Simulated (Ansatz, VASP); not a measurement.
One calculation of Ca, two programs

```
Ca
1.0
     3.61195    0.00000    0.00000
     0.00000    3.61195    0.00000
     0.00000    0.00000    3.61195
Ca
1
Direct
  0.00000 0.00000 0.00000
```

Alike in both runs: task relaxation of cell and atoms; functional LDA; k mesh 9 × 9 × 9; occupations fermi-dirac, width 0.1 eV; no spin polarisation.

|  | VASP | Ansatz |
| --- | --- | --- |
| version | VASP 6.6.1 | Ansatz 0.2.0 |
| potentials or method | VASP PAW LDA potentials, release 64 (Ca_sv), cutoff 600 eV | plane waves (420 eV) with PAW, scalar-relativistic |
| valence electrons in the cell | 10 | 10 |

Ansatz gave:

```
relaxed volume (Å³/atom)                                        : 38.24
relaxed length of the cell vector where the two differ most in proportion (Å) : 3.369
```

Which values does VASP return?

Relaxed volume (Å³/atom): 38.21; relaxed length of the cell vector where the two differ most in proportion (Å): 3.368.

Ansatz warns that its potentials were made for another functional, while VASP's fit it. LDA's correlation is that of Perdew and Zunger in VASP and of Perdew and Wang (1992) in Ansatz.

Noted on VASP's run: the volume moved by over 15 % at a fixed basis, so the end points are rough.
